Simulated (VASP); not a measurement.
# CsRe (P1) in VASP: notebook, part 2 of 2

VASP 6.6.1. The steps go on from the part before.

## (4) Single point, PBE

INCAR reads:

```
SYSTEM = CsRe
PREC     = Accurate       ! precision mode
ENCUT    = 560            ! plane-wave cutoff, eV
EDIFF    = 1E-6           ! SCF threshold, eV
ISMEAR   = 0              ! smearing method
SIGMA    = 0.01           ! smearing width, eV
LREAL    = .False.        ! projectors in reciprocal space
LASPH    = .True.         ! aspherical terms in the spheres
NELM     = 120            ! most SCF steps
ALGO     = Normal         ! electronic algorithm
ISIF     = 2              ! what is computed and relaxed
LWAVE    = .False.        ! write WAVECAR
LCHARG   = .False.        ! write CHGCAR
GGA      = PE             ! functional
NBANDS   = 19             ! bands
GGA_COMPAT= .False.
```

KPOINTS reads:

```
regular mesh
0
Gamma
  6 6 4
  0 0 0
```

POSCAR reads:

```
CsRe
1.0
    3.6893539700      0.0000000000      0.0000000000
   -1.8446769800      3.1950742600      0.0000000000
    0.0000000000      0.0000000000      5.6314427200
Cs Re
1 1
Direct
    0.0028220000      0.0177320000      0.4944620000
    0.0100150000      0.0159480000      0.0002110000
```

Potentials or basis: VASP PAW PBE potentials, release 64 (Cs_sv, Re_sv_GW).

Run with:

```console
> cat potpaw_PBE.64/Cs_sv/POTCAR potpaw_PBE.64/Re_sv_GW/POTCAR > POTCAR
> mpirun -np 1 vasp_std > vasp.out
```

OUTCAR:

```text
SYSTEM = CsRe
   PREC = Accurate
   ENCUT = 560
   EDIFF = 1E-6
   ISMEAR = 0
   LREAL = .False.
   LASPH = .True.
   NELM = 120
   ISIF = 2
   GGA = PE

 ion  position               nearest neighbor table
   1  0.003  0.018  0.494-   2 2.78   2 2.85
   2  0.010  0.016  0.000-   1 2.78   1 2.85

  LATTYP: Found a hexagonal cell.
 ALAT       =     3.6893539700
 C/A-ratio  =     1.5264034749

  Lattice vectors:

 A1 = (   3.6893539700,   0.0000000000,   0.0000000000)
 A2 = (  -1.8446769800,   3.1950742600,   0.0000000000)
 A3 = (   0.0000000000,   0.0000000000,   5.6314427200)

Analysis of symmetry for initial positions (statically):
=====================================================================
 Subroutine PRICEL returns:
 Original cell was already a primitive cell.

 Routine SETGRP: Setting up the symmetry group for a
 hexagonal supercell.

 Subroutine GETGRP returns: Found  1 space group operations
 (whereof  1 operations were pure point group operations)
 out of a pool of 24 trial point group operations.

The static configuration has the point symmetry C_1 .
[... 157 lines left out ...]
  free energy    TOTEN  =        -8.33224635 eV

  energy without entropy =       -8.33131516  energy(sigma->0) =       -8.33178075

 E-fermi :   3.9563     XC(G=0):  -9.6590

 val. band max:        3.9542175964   @ k =   0.0000   0.1667   0.5000
 cond. band min:       3.9657546504   @ k =   0.5000   0.5000   0.2500
 fundamental gap:      0.0115370539
 Fermi energy:         3.9563391583

 k-point     1 :       0.0000    0.0000    0.0000
  band No.  band energies     occupation
      1     -75.5923      2.00000
      2     -37.4237      2.00000
      3     -37.3650      2.00000
      4     -37.3592      2.00000
      5     -19.0522      2.00000
      6      -6.0765      2.00000
[... 505 lines left out ...]
      6      -6.3385      2.00000
[... 11 lines left out ...]
     18       9.7214      0.00000
     19      10.6495      0.00000

 [... further k-points ...]

------------------------ aborting loop because EDIFF is reached ----------------------------------------

  FORCE on cell =-STRESS in cart. coord.  units (eV):
  Direction    XX          YY          ZZ          XY          YZ          ZX
  --------------------------------------------------------------------------------------
  -------------------------------------------------------------------------------------
  Total       -5.4100616     -5.3967906      1.4620102      0.0050565      0.0001198      0.0002980
  in kB     -130.5755423   -130.2552370     35.2866172      0.1220432      0.0028905      0.0071933
  external PRESSURE =     -75.1813874 kB  Pullay stress =       0.0000000 kB

 VOLUME and BASIS-vectors are now :
 -----------------------------------------------------------------------------
  energy-cutoff  :      560.00
  volume of cell :       66.38
      direct lattice vectors                 reciprocal lattice vectors
     3.689353970  0.000000000  0.000000000     0.271050164  0.156490885  0.000000000
    -1.844676980  3.195074260  0.000000000     0.000000000  0.312981771  0.000000000
     0.000000000  0.000000000  5.631442720     0.000000000  0.000000000  0.177574389

 POSITION                                       TOTAL-FORCE (eV/Angst)
 -----------------------------------------------------------------------------------
     -0.02230      0.05666      2.78453        -0.196433      0.034931      0.211678
      0.00753      0.05096      0.00119         0.196433     -0.034931     -0.211678
 -----------------------------------------------------------------------------------
    total drift:                               -0.000217     -0.000095     -0.000040

  FREE ENERGIE OF THE ION-ELECTRON SYSTEM (eV)
  ---------------------------------------------------
  free  energy   TOTEN  =        -8.3322463518 eV

  energy  without entropy=       -8.3313151557  energy(sigma->0) =       -8.33178075
```

OSZICAR:

```text
N       E                     dE             d eps       ncg     rms          rms(c)
DAV:   1     0.203938573787E+03    0.20394E+03   -0.12970E+04  2944   0.123E+03
DAV:   2     0.158338297406E+01   -0.20236E+03   -0.19875E+03  3793   0.297E+02
DAV:   3    -0.978962426547E+01   -0.11373E+02   -0.11242E+02  3665   0.715E+01
DAV:   4    -0.991629060013E+01   -0.12667E+00   -0.12336E+00  3496   0.728E+00
DAV:   5    -0.991780766589E+01   -0.15171E-02   -0.15081E-02  3538   0.663E-01    0.901E+01
DAV:   6    -0.864760178478E+01    0.12702E+01   -0.11856E+01  3230   0.121E+01    0.492E+01
DAV:   7    -0.888299494603E+01   -0.23539E+00   -0.83406E+00  3306   0.887E+00    0.894E+00
DAV:   8    -0.833076694328E+01    0.55223E+00   -0.27111E+00  3306   0.559E+00    0.499E+00
DAV:   9    -0.833344551474E+01   -0.26786E-02   -0.52347E-02  3184   0.105E+00    0.274E+00
DAV:  10    -0.833304413481E+01    0.40138E-03   -0.41756E-03  3231   0.372E-01    0.106E+00
DAV:  11    -0.833269151671E+01    0.35262E-03   -0.56721E-03  3291   0.308E-01    0.164E+00
DAV:  12    -0.833223702567E+01    0.45449E-03   -0.10798E-03  3401   0.115E-01    0.565E-01
DAV:  13    -0.833223594682E+01    0.10788E-05   -0.25801E-05  3436   0.261E-02    0.268E-01
DAV:  14    -0.833224472978E+01   -0.87830E-05   -0.20954E-05  3165   0.221E-02    0.218E-02
DAV:  15    -0.833224657759E+01   -0.18478E-05   -0.40626E-06  3250   0.117E-02    0.535E-02
DAV:  16    -0.833224635178E+01    0.22580E-06   -0.71546E-07  2271   0.392E-03
   1 F= -.83322464E+01 E0= -.83317808E+01  d E =-.931196E-03
```

Run time: 62 s. Hardware: 1 thread of AMD EPYC 9R45 (Zen 5), shared host; peak memory 0.24 GiB.

Results:

- Free energy: -8.3322 eV
- Pressure: -7.5 GPa
- Largest force: 0.291 eV/Å
- Band gap on the k mesh: zero (bands 12 and 13 overlap by 0.82 eV)

Forces on the atoms (eV/Å):
```
Cs  -0.196  0.035  0.212
Re   0.196 -0.035 -0.212
```

Stress tensor (GPa, compression positive):
```
-13.06   0.01   0.00
  0.01 -13.03   0.00
  0.00   0.00   3.53
```

Levels at points of the mesh, in eV from the Fermi level:
```csv
k point,band 8,band 9,band 10,band 11,band 12,band 13,band 14,band 15,band 16,band 17
"(0.00, 0.00, 0.00)",-8.40,-3.76,-1.32,-0.13,-0.13,-0.01,-0.01,2.03,4.45,5.00
"(0.50, 0.00, 0.00)",-8.98,-1.86,-1.82,-1.12,-0.35,1.29,1.67,1.93,2.41,5.01
"(0.00, 0.50, 0.00)",-8.98,-1.86,-1.82,-1.12,-0.35,1.29,1.67,1.93,2.41,5.02
"(0.50, 0.50, 0.00)",-8.98,-1.86,-1.82,-1.12,-0.35,1.29,1.67,1.93,2.41,5.01
"(0.00, 0.00, 0.50)",-8.45,-2.99,-0.09,-0.09,0.47,0.47,0.83,2.04,2.75,4.80
"(0.50, 0.00, 0.50)",-9.03,-1.48,-0.67,-0.12,0.24,1.29,1.44,1.57,3.40,4.51
"(0.00, 0.50, 0.50)",-9.03,-1.48,-0.67,-0.12,0.24,1.29,1.44,1.57,3.40,4.51
"(0.50, 0.50, 0.50)",-9.03,-1.47,-0.68,-0.12,0.24,1.29,1.44,1.57,3.40,4.51
```

Caveat: the stress differs along the axes, from -13 to 4 GPa; spin-orbit coupling is left out, which moves the levels of the heavy elements.

## (5) Single point, PBE

INCAR reads:

```
  PREC = Accurate
  ENCUT = 560
  EDIFF = 1E-6
  ISMEAR = -1
  SIGMA = 0.1
  LREAL = F
  LASPH = T
  NELM = 120
  ALGO = Normal
  ISIF = 2
  LWAVE = F
  LCHARG = T
  GGA = PE
  LELF = T
  LVHAR = T
  NBANDS = 19
  GGA_COMPAT = F
```

KPOINTS reads:

```
regular mesh
0
Gamma
  9 9 6
```

POSCAR is that of step 4.

Run with:

```console
> cat potpaw_PBE.64/Cs_sv/POTCAR potpaw_PBE.64/Re_sv_GW/POTCAR > POTCAR
> mpirun -np 1 vasp_std > vasp.out
```

Run time: 4.7 min. Hardware: 1 thread of Intel Xeon Platinum 8259CL at 2.50GHz (Skylake/Cascade Lake), shared host; peak memory 0.48 GiB.

It converged, with:

| Property | Result |
| --- | --- |
| Free energy | -8.5980 eV |
| Pressure | -7.9 GPa |
| Largest force | 0.226 eV/Å |
| Band gap on the k mesh | zero (bands 12 and 13 overlap by 1.10 eV) |

Forces in eV/Å, atoms in the order of the input:
```
Cs   0.008 -0.001  0.226
Re  -0.008  0.001 -0.226
```

Stress tensor (GPa, compression positive):
```
-12.57   0.00  -0.02
  0.00 -12.58   0.00
 -0.02   0.00   1.54
```

Levels at points of the mesh, in eV from the Fermi level:
| k point | band 9 | band 10 | band 11 | band 12 | band 13 | band 14 | band 15 | band 16 |
| --- | --- | --- | --- | --- | --- | --- | --- | --- |
| (0.00, 0.00, 0.00) | -3.87 | -1.35 | -0.20 | -0.20 | -0.04 | -0.04 | 1.93 | 4.34 |
| (0.00, 0.00, 0.50) | -3.09 | -0.17 | -0.17 | 0.44 | 0.44 | 0.72 | 2.02 | 2.66 |

Caveat: the stress differs along the axes, from -13 to 2 GPa; spin-orbit coupling is left out, which moves the levels of the heavy elements.

## (6) Overview

```tsv
k mesh	smearing	gap on the mesh (eV)	pressure (GPa)	largest force (eV/Å)
6 × 6 × 4	gaussian 0.025 eV	none	-7.5	0.28
6 × 6 × 4	gaussian 0.005 eV	none	-7.5	0.29
6 × 6 × 4	gaussian 0.01 eV	none	-7.5	0.29
9 × 9 × 6	fermi-dirac 0.1 eV	none	-7.9	0.23
```

Alike in all rows: task single point; level PBE; potentials or basis VASP PAW PBE potentials, release 64 (Cs_sv, Re_sv_GW); no spin polarisation; cell as given; cutoff (eV) 560.

Caveats: spin-orbit coupling is left out, which moves the levels of the heavy elements; the stress differs along the axes, from -13 to 4 GPa (at least some runs); the stress differs along the axes, from -13 to 3 GPa (at least some runs); the stress differs along the axes, from -13 to 2 GPa (at least some runs).

Total energies depend on the potentials used, so only differences within one code and one set of settings carry meaning.

The gap in the log of VASP goes by the Fermi energy; the results here count the filled bands.